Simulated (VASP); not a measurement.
Here is a VASP 6.6.1 calculation.

File INCAR:

```
SYSTEM = Ir2O
PREC = Accurate ; ENCUT = 520
EDIFF = 1E-7 ; ISMEAR = 0
SIGMA = 0.1 ; LREAL = .FALSE.
LASPH = .TRUE. ; NELM = 150
ALGO = Normal ; ISIF = 2
LWAVE = .FALSE. ; LCHARG = .FALSE.
ISPIN = 2 ; MAGMOM = 1 1 0
LORBIT = 11 ; LMAXMIX = 4
GGA = PE ; NBANDS = 23
```

Contents of KPOINTS:

```
regular mesh
0
G
  6 6 6
  0 0 0
```

File POSCAR:

```
Ir2O
1.0
    4.2249052683      0.0000000000      0.0000000000
   -2.1124526341      3.6588752909      0.0000000000
    0.0000000000      0.0000000000      2.6542260724
Ir O
2 1
Direct
    0.3333333333      0.6666666667      0.5000000000
    0.6666666667      0.3333333333      0.5000000000
    0.0000000000      0.0000000000      0.0000000000
```

Potentials or basis: VASP PAW PBE potentials, release 64 (Ir, O).

The run is started by

```bash
$ cat potpaw_PBE.64/Ir/POTCAR potpaw_PBE.64/O/POTCAR > POTCAR
$ mpirun -np 1 vasp_std > vasp.out
```

(1) Estimate the net moment.

(2) What does it give for the band gap on the k mesh?

(3) Predict the pressure.

Results:

(1) 0.00 μB per cell.

(2) zero (filled and empty bands overlap).

(3) 0.1 GPa.

Caveat: the k points lie up to 0.39 Å⁻¹ apart, too coarse for converged energies and pressures of a metal; spin-orbit coupling is left out, which moves the levels of the heavy elements.
